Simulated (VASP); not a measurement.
# PtS2 in VASP: settings compared

The runs below take PtS2 through single point, with PBEsol+U, PBEsol.

All numbers are computed with VASP 6.6.1; they aren't measurements. Logs are shortened: lines on timing, memory, paths and dates and some standing lists are left out, and cuts for length are marked.

## Step 1: The cell of the first run

Symmetry: P-3m1, No. 164, trigonal system. Conventional cell: a = 3.543 Å, b = 3.543 Å, c = 5.039 Å, α = 90.00°, β = 90.00°, γ = 120.00°. Within 3.1 Å of Pt (site symmetry -3m) lie 6 S at 2.34 Å. Within 3.1 Å of S (site symmetry 3m) lie 3 Pt at 2.34 Å and 3 S at 3.07 Å.

## Step 2: Single point, PBEsol+U

Input file INCAR:

```
PREC     = Accurate       # precision mode
ENCUT    = 520            # plane-wave cutoff, eV
EDIFF    = 1E-7           # SCF threshold, eV
ISMEAR   = -1             # smearing method
SIGMA    = 0.05           # smearing width, eV
LREAL    = F              # projectors in reciprocal space
LASPH    = T              # aspherical terms in the spheres
NELM     = 150            # most SCF steps
ALGO     = Normal         # electronic algorithm
ISIF     = 2              # what is computed and relaxed
LWAVE    = F              # write WAVECAR
LCHARG   = F              # write CHGCAR
LMAXMIX  = 4              # l up to which the mixer works
LDAU     = T              # DFT+U
LDAUTYPE = 2            
LDAUL    = 2 -1           # shell
LDAUU    = 2 0            # U, eV
LDAUJ    = 0 0          
LDAUPRINT= 1            
GGA      = PS             # functional
NBANDS   = 18             # bands
```

Input file KPOINTS:

```
Automatic mesh
0
Gamma
  9 9 5
```

Input file POSCAR:

```
PtS2
1.0
    3.5432000000      0.0000000000      0.0000000000
   -1.7716000000      3.0685012107      0.0000000000
    0.0000000000      0.0000000000      5.0388000000
Pt S
1 2
Direct
    0.0000000000      0.0000000000      0.0000000000
    0.6666666667      0.3333333333      0.7730000000
    0.3333333333      0.6666666667      0.2270000000
```

Potentials or basis: VASP PAW PBE potentials, release 64 (Pt, S).

On the command line:

```sh
$ cat potpaw_PBE.64/Pt/POTCAR potpaw_PBE.64/S/POTCAR > POTCAR
$ mpirun -np 1 vasp_std > vasp.out
```

OUTCAR:

```text
PREC = Accurate
   ENCUT = 520
   EDIFF = 1E-7
   ISMEAR = -1
   LREAL = F
   LASPH = T
   NELM = 150
   ISIF = 2
   GGA = PS

 ion  position               nearest neighbor table
   1  0.000  0.000  0.000-   2 2.34   3 2.34   2 2.34   3 2.34   2 2.34   3 2.34
   2  0.667  0.333  0.773-   1 2.34   1 2.34   1 2.34
   3  0.333  0.667  0.227-   1 2.34   1 2.34   1 2.34

  LATTYP: Found a hexagonal cell.
 ALAT       =     3.5432000000
 C/A-ratio  =     1.4221043125

  Lattice vectors:

 A1 = (   3.5432000000,   0.0000000000,   0.0000000000)
 A2 = (  -1.7716000000,   3.0685012107,   0.0000000000)
 A3 = (   0.0000000000,   0.0000000000,   5.0388000000)

Analysis of symmetry for initial positions (statically):
=====================================================================
 Subroutine PRICEL returns:
 Original cell was already a primitive cell.

 Routine SETGRP: Setting up the symmetry group for a
 hexagonal supercell.

 Subroutine GETGRP returns: Found 12 space group operations
 (whereof 12 operations were pure point group operations)
 out of a pool of 24 trial point group operations.

The static configuration has the point symmetry D_3d.

Analysis of symmetry for dynamics (positions and initial velocities):
=====================================================================
 Subroutine PRICEL returns:
 Original cell was already a primitive cell.

 Routine SETGRP: Setting up the symmetry group for a
 hexagonal supercell.

 Subroutine GETGRP returns: Found 12 space group operations
 (whereof 12 operations were pure point group operations)
 out of a pool of 24 trial point group operations.

The dynamic configuration has the point symmetry D_3d.

 Subroutine INISYM returns: Found 12 space group operations
 (whereof 12 operations are pure point group operations),
 and found     1 'primitive' translations

----------------------------------------------------------------------------------------

                                     Primitive cell

  volume of cell :      54.7834

  direct lattice vectors                    reciprocal lattice vectors
     3.543200000  0.000000000  0.000000000     0.282230752  0.162946001  0.000000000
    -1.771600000  3.068501211  0.000000000     0.000000000  0.325892001  0.000000000
     0.000000000  0.000000000  5.038800000     0.000000000  0.000000000  0.198459951

  length of vectors
     3.543200000  3.543200000  5.038800000     0.325892001  0.325892001  0.198459951

  position of ions in fractional coordinates (direct lattice)
     0.000000000  0.000000000  0.000000000
     0.666666667  0.333333333  0.773000000
     0.333333333  0.666666667  0.227000000

  ion indices of the primitive-cell ions
   primitive index   ion index
                 1           1
                 2           2
                 3           3

----------------------------------------------------------------------------------------

 KPOINTS: Automatic mesh

Automatic generation of k-mesh.
 Grid dimensions read from file:
 generate k-points for:    9    9    5

 Generating k-lattice:

  Cartesian coordinates                     Fractional coordinates (reciprocal lattice)
     0.031358972  0.018105111  0.000000000     0.111111111  0.000000000  0.000000000
     0.000000000  0.036210222  0.000000000     0.000000000  0.111111111  0.000000000
     0.000000000  0.000000000  0.039691990     0.000000000  0.000000000  0.200000000

  Length of vectors
     0.036210222  0.036210222  0.039691990

  Shift w.r.t. Gamma in fractional coordinates (k-lattice)
     0.000000000  0.000000000  0.000000000

 Subroutine IBZKPT returns following result:
[... 38 lines left out ...]
   NGXF,Y,Z  is equivalent  to a cutoff of  26.28, 26.28, 26.39 a.u.
 SYSTEM =  unknown system
   PREC   = accura    normal or accurate (medium, high low for compatibility)
   ISTART =      0    job   : 0-new  1-cont  2-samecut
   ICHARG =      2    charge: 1-file 2-atom 10-const
   ISPIN  =      1    spin polarized calculation?
   LNONCOLLINEAR =      F non collinear calculations
   LSORBIT =      F    spin-orbit coupling
   LASPH  =      T    aspherical Exc in radial PAW
   ENCUT  =  520.0 eV  38.22 Ry    6.18 a.u.   6.59  6.59  9.37*2*pi/ulx,y,z
   NELM   =    150;   NELMIN=  2; NELMDL= -5     # of ELM steps
   EDIFF  = 0.1E-06   stopping-criterion for ELM
   LREAL  =      F    real-space projection
   EDIFFG = 0.1E-05   stopping-criterion for IOM
   NSW    =      0    number of steps for IOM
   IBRION =     -1    ionic relax: 0-MD 1-quasi-New 2-CG
   NFREE  =      0    steps in history (QN), initial steepest desc. (CG)
   ISIF   =      2    stress and relaxation
   ISYM   =      2    0-nonsym 1-usesym 2-fastsym
   POTIM  = 0.5000    time-step for ionic-motion
   TEBEG  =    0.0;   TEEND  =   0.0 temperature during run
   PSTRESS=    0.0 pullay stress
   NELECT =      22.0000    total number of electrons
   NUPDOWN=      -1.0000    fix difference up-down
   EMIN   =  10.00;   EMAX   =-10.00  energy-range for DOS
   EFERMI =   0.00;   METHOD = LEGACY
   ISMEAR =    -1;   SIGMA  =   0.05  broadening in eV -4-tet -1-fermi 0-gaus
   EFERMI_NEDOS =   21; number of points for ismear=-14 and -15
   IALGO  =     38    algorithm
   IMIX   =      4    mixing-type and parameters
     AMIX     =   0.40;   BMIX     =  1.00
     AMIX_MAG =   1.60;   BMIX_MAG =  1.00
  volume/ion in A,a.u.               =      18.26       123.23
  Fermi-wavevector in a.u.,A,eV,Ry     =   1.207812  2.282434 19.848315  1.458810
  Thomas-Fermi vector in A             =   2.343439
   LORBIT       =      0    0 simple, 1 ext, 2 COOP (PROOUT), +10 PAW based schemes
 LDA+U is selected, type is set to LDAUTYPE =  2
   angular momentum for each species LDAUL =     2   -1
   U (eV)           for each species LDAUU =   2.0  0.0
   J (eV)           for each species LDAUJ =   0.0  0.0
   GGA     = PS    functional components
   LHFCALC =     F    Hartree Fock is set to
   AEXX    =    0.0000 exact exchange contribution
   IVDW    =     0    specifies the selected vdW correction
   LEPSILON=     F    determine dielectric tensor
   LRPA    =     F    only Hartree local field effects (RPA)
 non-spin polarized calculation
  energy-cutoff  :      520.00
  volume of cell :       54.78
 maximum number of plane-waves:      1507
 NGX is ok and might be reduce to    28
   NGX = 13   NGY = 13   NGZ = 19

atom =   1  type =  1  l = 2

 onsite density matrix

spin component  1

  0.8259  0.0000  0.0000  0.1076  0.0000
  0.0000  0.7766  0.0000  0.0000  0.1076
  0.0000  0.0000  0.9114  0.0000  0.0000
  0.1076  0.0000  0.0000  0.7766 -0.0000
  0.0000  0.1076  0.0000 -0.0000  0.8259

spin component  2

  0.8259  0.0000  0.0000  0.1076  0.0000
  0.0000  0.7766  0.0000  0.0000  0.1076
  0.0000  0.0000  0.9114  0.0000  0.0000
  0.1076  0.0000  0.0000  0.7766 -0.0000
  0.0000  0.1076  0.0000 -0.0000  0.8259

 occupancies and eigenvectors

  o =  0.6908  v =  0.6232 -0.0000 -0.0000 -0.7821  0.0000  0.0000  0.0000  0.0000  0.0000  0.0000      0.0000  0.0000  0.0000  0.0000  0.0000  0.0000  0.0000  0.0000  0.0000  0.0000
  o =  0.6908  v =  0.0000  0.0000  0.0000  0.0000  0.0000  0.6232 -0.0000 -0.0000 -0.7821  0.0000      0.0000  0.0000  0.0000  0.0000  0.0000  0.0000  0.0000  0.0000  0.0000  0.0000
  o =  0.6908  v =  0.0000  0.7821  0.0000 -0.0000 -0.6232  0.0000  0.0000  0.0000  0.0000  0.0000      0.0000  0.0000  0.0000  0.0000  0.0000  0.0000  0.0000  0.0000  0.0000  0.0000
  o =  0.6908  v =  0.0000  0.0000  0.0000  0.0000  0.0000  0.0000  0.7821  0.0000 -0.0000 -0.6232      0.0000  0.0000  0.0000  0.0000  0.0000  0.0000  0.0000  0.0000  0.0000  0.0000
  o =  0.9114  v =  0.0000  0.0000 -1.0000  0.0000  0.0000  0.0000  0.0000  0.0000  0.0000  0.0000      0.0000  0.0000  0.0000  0.0000  0.0000  0.0000  0.0000  0.0000  0.0000  0.0000
  o =  0.9114  v =  0.0000  0.0000  0.0000  0.0000  0.0000  0.0000  0.0000 -1.0000  0.0000  0.0000      0.0000  0.0000  0.0000  0.0000  0.0000  0.0000  0.0000  0.0000  0.0000  0.0000
  o =  0.9117  v =  0.7821  0.0000  0.0000  0.6232  0.0000  0.0000  0.0000  0.0000  0.0000  0.0000      0.0000  0.0000  0.0000  0.0000  0.0000  0.0000  0.0000  0.0000  0.0000  0.0000
  o =  0.9117  v =  0.0000  0.0000  0.0000  0.0000  0.0000  0.7821  0.0000  0.0000  0.6232  0.0000      0.0000  0.0000  0.0000  0.0000  0.0000  0.0000  0.0000  0.0000  0.0000  0.0000
  o =  0.9117  v =  0.0000  0.0000  0.0000  0.0000  0.0000 -0.0000  0.6232  0.0000 -0.0000  0.7821      0.0000  0.0000  0.0000  0.0000  0.0000  0.0000  0.0000  0.0000  0.0000  0.0000
  o =  0.9117  v = -0.0000  0.6232  0.0000 -0.0000  0.7821  0.0000  0.0000  0.0000  0.0000  0.0000      0.0000  0.0000  0.0000  0.0000  0.0000  0.0000  0.0000  0.0000  0.0000  0.0000

 number of electron      22.0000000 magnetization

 Free energy of the ion-electron system (eV)
  ---------------------------------------------------
  ext. energy  EPLUGINS =         0.00000000
  ---------------------------------------------------
  free energy    TOTEN  =       -15.54294760 eV

  energy without entropy =      -15.54293862  energy(sigma->0) =      -15.54294311

 E-fermi :   7.0356     XC(G=0): -10.7577

 val. band max:        6.5824979629   @ k =   0.1111  -0.0000   0.0000
 cond. band min:       7.5274286765   @ k =   0.0000   0.3333   0.2000
 fundamental gap:      0.9449307136
 Fermi energy:         7.0355607404

 k-point     1 :       0.0000    0.0000    0.0000
  band No.  band energies     occupation
      1      -8.9401      2.00000
      2      -5.6675      2.00000
      3      -0.6244      2.00000
      4      -0.6244      2.00000
      5      -0.5624      2.00000
      6       2.1414      2.00000
[... 481 lines left out ...]
      5       0.7814      2.00000
      6       1.0753      2.00000
[... 10 lines left out ...]
     17      15.0206      0.00000
     18      17.0091      0.00000

 [... further k-points ...]

------------------------ aborting loop because EDIFF is reached ----------------------------------------

  FORCE on cell =-STRESS in cart. coord.  units (eV):
  Direction    XX          YY          ZZ          XY          YZ          ZX
  --------------------------------------------------------------------------------------
  -------------------------------------------------------------------------------------
  Total        1.4820979      1.4820979      1.6905396      0.0000000      0.0000000      0.0000000
  in kB       43.3449384     43.3449384     49.4409530      0.0000000      0.0000000      0.0000000
  external PRESSURE =      45.3769432 kB  Pullay stress =       0.0000000 kB

 VOLUME and BASIS-vectors are now :
 -----------------------------------------------------------------------------
  energy-cutoff  :      520.00
  volume of cell :       54.78
      direct lattice vectors                 reciprocal lattice vectors
     3.543200000  0.000000000  0.000000000     0.282230752  0.162946001  0.000000000
    -1.771600000  3.068501211  0.000000000     0.000000000  0.325892001  0.000000000
     0.000000000  0.000000000  5.038800000     0.000000000  0.000000000  0.198459951

 POSITION                                       TOTAL-FORCE (eV/Angst)
 -----------------------------------------------------------------------------------
      0.00000      0.00000      0.00000         0.000000      0.000000      0.000000
      1.77160      1.02283      3.89499         0.000000      0.000000     -0.813001
     -0.00000      2.04567      1.14381        -0.000000     -0.000000      0.813001
 -----------------------------------------------------------------------------------
    total drift:                                0.000000     -0.000000      0.000000

  FREE ENERGIE OF THE ION-ELECTRON SYSTEM (eV)
  ---------------------------------------------------
  free  energy   TOTEN  =       -15.5429476020 eV

  energy  without entropy=      -15.5429386247  energy(sigma->0) =      -15.54294311
```

Wall time 74 s (1 thread of Intel Xeon 8259CL, shared host); peak memory 0.21 GiB.

What came out:

```
Free energy            : -15.5429 eV
Pressure               : 4.5 GPa
Largest force          : 0.813 eV/Å
Band gap on the k mesh : 0.94 eV (least direct gap 1.00 eV)
```

Forces in eV/Å, atoms in the order of the input:
```
Pt   0.000  0.000  0.000
S    0.000  0.000 -0.813
S    0.000  0.000  0.813
```

Levels at points of the mesh, in eV from the valence-band top:
| k point | band 7 | band 8 | band 9 | band 10 | band 11 | band 12 | band 13 | band 14 | band 15 | band 16 |
| --- | --- | --- | --- | --- | --- | --- | --- | --- | --- | --- |
| (0.00, 0.00, 0.00) | -4.44 | -2.08 | -1.08 | -1.08 | -0.08 | 2.41 | 2.41 | 4.74 | 5.66 | 7.94 |

Eigenvalues of the final occupation matrices:
| site | spin | trace | eigenvalues |
| --- | --- | --- | --- |
| site 1 d | 1 | 4.12 | 0.69 0.69 0.91 0.91 0.91 |
| site 1 d | 2 | 4.12 | 0.69 0.69 0.91 0.91 0.91 |

Caveat: the cell stands under pressure; the PAW data sets were made with another functional, which shifts forces and pressure a little; spin-orbit coupling is left out, which moves the levels of the heavy elements; an odd mesh through Γ misses points on the zone boundary, where band edges can lie.

## Step 3: Single point, PBEsol+U

Input file INCAR:

```
SYSTEM = PtS2
PREC = Accurate
ENCUT = 520
EDIFF = 1E-6
ISMEAR = -1
SIGMA = 0.05
LREAL = .FALSE.
LASPH = .TRUE.
NELM = 150
ALGO = Normal
ISIF = 2
LWAVE = .FALSE.
LCHARG = .TRUE.
LMAXMIX = 4
LDAU = .TRUE.
LDAUTYPE = 2
LDAUL = 2 -1
LDAUU = 3 0
LDAUJ = 0 0
LDAUPRINT = 1
GGA = PS
LELF = .TRUE.
LVHAR = .TRUE.
NBANDS = 18
```

Input file KPOINTS:

```
Automatic mesh
0
G
  9 9 5
  0 0 0
```

POSCAR is that of step 2.

Potentials or basis: VASP PAW PBE potentials, release 64 (Pt, S).

On the command line:

```sh
$ cat potpaw_PBE.64/Pt/POTCAR potpaw_PBE.64/S/POTCAR > POTCAR
$ mpirun -np 1 vasp_std > vasp.out
```

Wall time 66 s (1 thread of Intel Xeon 8259CL, shared host); peak memory 0.21 GiB.

Results (log left out):

* Free energy: -14.8878 eV
* Pressure: 3.7 GPa
* Largest force: 0.744 eV/Å
* Band gap on the k mesh: 0.91 eV (least direct gap 0.99 eV)

Forces on the atoms (eV/Å):
```
Pt   0.000  0.000  0.000
S    0.000  0.000 -0.744
S    0.000  0.000  0.744
```

Stress tensor (GPa, compression positive):
```
3.26 0.00 0.00
0.00 3.26 0.00
0.00 0.00 4.50
```

Levels at points of the mesh, in eV from the valence-band top:
| k point | band 8 | band 9 | band 10 | band 11 | band 12 | band 13 | band 14 | band 15 |
| --- | --- | --- | --- | --- | --- | --- | --- | --- |
| (0.00, 0.00, 0.00) | -2.23 | -1.07 | -1.07 | -0.07 | 2.37 | 2.37 | 4.76 | 5.66 |

Eigenvalues of the final occupation matrices:
| site | spin | trace | eigenvalues |
| --- | --- | --- | --- |
| site 1 d | 1 | 4.16 | 0.70 0.70 0.92 0.92 0.92 |
| site 1 d | 2 | 4.16 | 0.70 0.70 0.92 0.92 0.92 |

Caveat: the cell stands under pressure; the PAW data sets were made with another functional, which shifts forces and pressure a little; spin-orbit coupling is left out, which moves the levels of the heavy elements; an odd mesh through Γ misses points on the zone boundary, where band edges can lie.

(Continued in part 2 of 3.)
